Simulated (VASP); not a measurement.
A run of VASP 6.6.1:

Contents of INCAR:

```
  PREC = Accurate
  ENCUT = 520
  EDIFF = 1E-7
  ISMEAR = 0
  SIGMA = 0.05
  LREAL = False
  LASPH = True
  NELM = 100
  ALGO = Normal
  ISIF = 2
  LWAVE = False
  LCHARG = False
  GGA = PE
  NBANDS = 11
```

The input KPOINTS:

```
regular mesh
0
Gamma
  12 12 12
```

The input POSCAR:

```
BN
1.0
    1.2511217832      0.7223354983      3.3729344033
   -1.2511217832      0.7223354983      3.3729344033
    0.0000000000     -1.4446709966      3.3729344033
N B
1 1
Direct
    0.6672382000      0.6672382000      0.6672382000
    0.0003288000      0.0003288000      0.0003288000
```

Potentials or basis: VASP PAW PBE potentials, release 64 (N, B).

Run with:

```console
$ cat potpaw_PBE.64/N/POTCAR potpaw_PBE.64/B/POTCAR > POTCAR
$ mpirun -np 1 vasp_std > vasp.out
```

Hardware: 1 thread of AMD EPYC 7R43 64-Core Processor (Zen 3) (shared host).

Question: How long does it take, and how much memory?

Answer: Run time: 92 s on 1 thread of AMD EPYC 7R43 64-Core Processor (Zen 3) (shared host), peak memory 0.14 GiB. Counts: scf iterations 14, k points 189.
